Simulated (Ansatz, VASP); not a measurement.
Ti in VASP and in Ansatz

```
Ti
1.0
     2.06360   -2.06722    0.00000
     2.06360    2.06722    0.00000
     0.00000    0.00000    4.08758
Ti
2
Direct
  0.25000 0.75000 0.25002
  0.75000 0.25000 0.74998
```

Alike in both runs: functional PBE; k mesh 6 × 6 × 4; occupations gaussian, width 0.1 eV; no spin polarisation.

Ansatz relaxed the structure, and its values are those at the end. VASP's run is a single point on that final structure, the one shown.

|  | VASP | Ansatz |
| --- | --- | --- |
| version | VASP 6.6.1 | Ansatz 0.2.0 |
| potentials or method | VASP PAW PBE potentials, release 64 (Ti_sv), cutoff 520 eV | scalar-relativistic, plane waves, PAW |
| valence electrons in the cell | 24 | 24 |

|  | VASP | Ansatz | Ansatz less VASP |
| --- | --- | --- | --- |
| gap on the k mesh at the Fermi level (eV) | none | none | - |
| pressure (GPa) | -0.2 | 0.0 | +0.19 |

A gap of «none» marks a metal or a gap that the smearing closes. The functional is the same, so the differences come from potentials, cutoffs and numerics.

The k mesh is coarse, so the values compare programs but aren't converged.
